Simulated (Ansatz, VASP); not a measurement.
BP: VASP beside Ansatz

```
B P
1.0
     2.25957    2.25957    0.00000
    -2.25957    2.25957    0.00000
     0.00000    2.25957    2.25957
B P
1 1
Direct
  0.00000 0.00000 0.00000
  0.75000 0.25000 0.50000
```

Alike in both runs: task single point; functional r2SCAN; k mesh 8 × 8 × 8; no spin polarisation.

|  | VASP | Ansatz |
| --- | --- | --- |
| version | VASP 6.6.1 | Ansatz 0.2.0 |
| potentials or method | VASP PAW PBE potentials, release 64 (B, P) | PAW with Ansatz's default frozen-core files, scalar-relativistic |
| plane-wave cutoff (eV) | 520 | 500 |
| occupations | gaussian, width 0.01 eV | fixed |
| valence electrons in the cell | 8 | 8 |

```tsv
	VASP	Ansatz	Ansatz less VASP
gap on the k mesh at the Fermi level (eV)	1.46	1.43	-0.030
pressure (GPa)	1.5	2.0	+0.52
```

VASP's potentials were made for PBE, not for r2SCAN.
